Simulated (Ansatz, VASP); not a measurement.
One calculation of HfN, two programs

INCAR

```
ALGO     = Normal         # electronic algorithm
EDIFF    = 1E-6           # SCF threshold, eV
ENCUT    = 600            # plane-wave cutoff, eV
GGA      = PE             # functional
GGA_COMPAT= False        
ISIF     = 2              # what is computed and relaxed
ISMEAR   = 0              # smearing method
LASPH    = True           # aspherical terms in the spheres
LCHARG   = False          # write CHGCAR
LREAL    = False          # projectors in reciprocal space
LWAVE    = False          # write WAVECAR
NBANDS   = 14             # bands
NELM     = 120            # most SCF steps
PREC     = Accurate       # precision mode
SIGMA    = 0.05           # smearing width, eV
```

The input KPOINTS:

```
k-points
0
Gamma
  14 14 12
```

Contents of POSCAR:

```
HfN
1.0
    3.1609952866      0.0000000000      0.0000000000
   -1.5804976433      2.6838257053      0.0000000000
    0.0000000000      0.0000000000      2.9130017211
Hf N
1 1
Direct
    0.0000000000      0.0000000000      0.0000000000
    0.6666666667      0.3333333333      0.5000000000
```

Input for Ansatz:

```yaml
crystal:
  lattice:
    - [3.1609952866, 0.0, 0.0]
    - [-1.5804976433, 2.6838257053, 0.0]
    - [0.0, 0.0, 2.9130017211]
  atoms:
    - { symbol: Hf, position: [0.0, 0.0, 0.0] }
    - { symbol: "N", position: [0.6666666667, 0.3333333333, 0.5] }
basis:
  ecutwfc: 420
  ecutrho_ratio: 4
kpoints:
  mp_grid: { grid: [14, 14, 12] }
hamiltonian:
  xc: pbe
scf:
  occupations: { method: gaussian, width: 0.05 }
output:
  forces: true
  stress: true
  eigenvalues: true
```

Change from the starting cell: strain e1 = +0.02, atoms carried along.

Alike in both runs: task single point; functional PBE; k mesh 14 × 14 × 12; occupations gaussian, width 0.05 eV; no spin polarisation.

|  | VASP | Ansatz |
| --- | --- | --- |
| version | VASP 6.6.1 | Ansatz 0.2.0 |
| potentials or method | VASP PAW PBE potentials, release 64 (Hf_pv, N), cutoff 600 eV | scalar-relativistic, plane waves, PAW |
| valence electrons in the cell | 15 | 31 |

```csv
,VASP,Ansatz,Ansatz less VASP
gap on the k mesh at the Fermi level (eV),none,none,-
pressure (GPa),-6.2,-4.2,+2.02
"traceless stress, the component that is largest in VASP (GPa)",-3.91,-4.06,-0.146
rms of the force components (eV/Å),0.021,0.024,+0.0038
```

Atom by atom the forces differ by 0.004 eV/Å (rms over components). A gap of «none» marks a metal or a gap that the smearing closes. The functional is the same, so the differences come from potentials, cutoffs and numerics. VASP's potentials hold 15 valence electrons a cell and Ansatz's 31, so a difference there can come from the potentials and not from the codes.

Neither program's run includes spin-orbit coupling.
